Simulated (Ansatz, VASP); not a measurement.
Mg3B2: VASP beside Ansatz

File INCAR:

```
SYSTEM = Mg3B2
PREC     = Accurate       ! precision mode
ENCUT    = 600            ! plane-wave cutoff, eV
EDIFF    = 1E-6           ! SCF threshold, eV
ISMEAR   = 0              ! smearing method
SIGMA    = 0.1            ! smearing width, eV
LREAL    = .FALSE.        ! projectors in reciprocal space
LASPH    = .TRUE.         ! aspherical terms in the spheres
NELM     = 60             ! most SCF steps
ALGO     = Fast           ! electronic algorithm
ISIF     = 3              ! what is computed and relaxed
LWAVE    = .FALSE.        ! write WAVECAR
LCHARG   = .FALSE.        ! write CHGCAR
GGA      = PE             ! functional
IBRION   = 2              ! ionic algorithm
NSW      = 100            ! ionic steps
EDIFFG   = -0.01          ! ionic threshold
```

Contents of KPOINTS:

```
Automatic mesh
0
G
  10 10 10
  0 0 0
```

File POSCAR:

```
Mg3B2
1.0
   -2.7400089154      2.7400089154      3.0033292468
    2.7400089154     -2.7400089154      3.0033292468
    2.7400089154      2.7400089154     -3.0033292468
Mg B
3 2
Direct
    0.5000000000      0.0000000000      0.5000000000
    0.0000000000      0.5000000000      0.5000000000
    0.0000000000      0.0000000000      0.0000000000
    0.6317883714      0.6317883714      0.0000000000
    0.3682116286      0.3682116286      0.0000000000
```

Input for Ansatz:

```yaml
crystal:
  lattice:
    - [-2.7400089154, 2.7400089154, 3.0033292468]
    - [2.7400089154, -2.7400089154, 3.0033292468]
    - [2.7400089154, 2.7400089154, -3.0033292468]
  atoms:
    - { symbol: Mg, position: [0.5, 0.0, 0.5] }
    - { symbol: Mg, position: [0.0, 0.5, 0.5] }
    - { symbol: Mg, position: [0.0, 0.0, 0.0] }
    - { symbol: B, position: [0.6317883714, 0.6317883714, 0.0] }
    - { symbol: B, position: [0.3682116286, 0.3682116286, 0.0] }
basis:
  ecutwfc: 420
kpoints:
  mp_grid: { grid: [10, 10, 10] }
hamiltonian:
  xc: pbe
scf:
  occupations: { method: gaussian, width: 0.1 }
output:
  forces: true
  stress: true
  eigenvalues: true
  write_density: true
  write_potential: true
  elf: true
  volumetric_format: npy
relax:
  adjacent_minimum: "off"
  f_tol: 0.01
  max_steps: 80
  cell: { stress_tol: 0.05 }
```

Alike in both runs: task relaxation of cell and atoms; functional PBE; k mesh 10 × 10 × 10; occupations gaussian, width 0.1 eV; no spin polarisation.

|  | VASP | Ansatz |
| --- | --- | --- |
| version | VASP 6.6.1 | Ansatz 0.2.0 |
| potentials or method | VASP PAW PBE potentials, release 64 (Mg, B), cutoff 600 eV | scalar-relativistic, plane waves, PAW |
| valence electrons in the cell | 12 | 36 |

VASP gave:

| Item | Value |
| --- | --- |
| gap on the k mesh at the Fermi level, each at its own relaxed structure (eV) | none |
| relaxed volume (Å³/atom) | 18.04 |
| relaxed cell length with the largest relative difference (Å) | 4.903 |

Task: What did Ansatz give for the same quantities?

Result: gap on the k mesh at the Fermi level, each at its own relaxed structure (eV): none; relaxed volume (Å³/atom): 18.08; relaxed cell length with the largest relative difference (Å): 4.906.

A gap of «none» marks a metal or a gap that the smearing closes. VASP's potentials hold 12 valence electrons a cell and Ansatz's 36, so a difference there can come from the potentials and not from the codes.
